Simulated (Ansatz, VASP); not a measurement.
## Two plane-wave programs on SnSe2

File INCAR:

```
SYSTEM = SnSe2
PREC = Accurate ; ENCUT = 520
EDIFF = 1E-7 ; ISMEAR = 0
SIGMA = 0.03 ; LREAL = .False.
LASPH = .True. ; NELM = 60
ALGO = Normal ; ISIF = 2
LWAVE = .False. ; LCHARG = .False.
GGA = PE ; IVDW = 12
NBANDS = 20
```

The input KPOINTS:

```
Automatic mesh
0
Gamma
  12 12 6
  0 0 0
```

POSCAR

```
SnSe2
1.0
    3.8390485956      0.0000000000      0.0000000000
   -1.9195242978      3.3247136102      0.0000000000
    0.0000000000      0.0000000000      5.8613403327
Sn Se
1 2
Direct
    0.0000000000      0.0000000000      0.0000000000
    0.3333333333      0.6666666667      0.2651529960
    0.6666666667      0.3333333333      0.7348470040
```

Input for Ansatz:

```yaml
crystal:
  lattice:
    - [3.8390485956, 0.0, 0.0]
    - [-1.9195242978, 3.3247136102, 0.0]
    - [0.0, 0.0, 5.8613403327]
  atoms:
    - { symbol: Sn, position: [0.0, 0.0, 0.0] }
    - { symbol: Se, position: [0.3333333333, 0.6666666667, 0.265152996] }
    - { symbol: Se, position: [0.6666666667, 0.3333333333, 0.734847004] }
basis:
  ecutwfc: 420
kpoints:
  mp_grid: { grid: [12, 12, 6] }
hamiltonian:
  xc: pbe
  dispersion: d3bj
scf:
  occupations: { method: gaussian, width: 0.03 }
output:
  forces: true
  stress: true
  eigenvalues: true
```

Change from the starting cell: strain +0.000 along x and y, -0.025 along z, atoms carried along.

Alike in both runs: task single point; functional PBE; dispersion D3(BJ); k mesh 12 × 12 × 6; occupations gaussian, width 0.03 eV; no spin polarisation.

|  | VASP | Ansatz |
| --- | --- | --- |
| version | VASP 6.6.1 | Ansatz 0.2.0 |
| potentials or method | VASP PAW PBE potentials, release 64 (Sn_d, Se), cutoff 520 eV | scalar-relativistic, plane waves, PAW |
| valence electrons in the cell | 26 | 46 |

|  | VASP | Ansatz | Ansatz less VASP |
| --- | --- | --- | --- |
| gap on the k mesh at the Fermi level (eV) | 0.30 | 0.30 | +0.006 |
| least direct gap on the mesh (eV) | 0.65 | 0.66 | +0.012 |
| pressure (GPa) | 1.9 | 1.8 | -0.08 |
| traceless stress, the component that is largest in VASP (GPa) | 1.00 | 0.99 | -0.005 |
| rms of the force components (eV/Å) | 0.167 | 0.160 | -0.0070 |

Atom by atom the forces differ by 0.007 eV/Å (rms over components). VASP's potentials hold 26 valence electrons a cell and Ansatz's 46, so a difference there can come from the potentials and not from the codes.
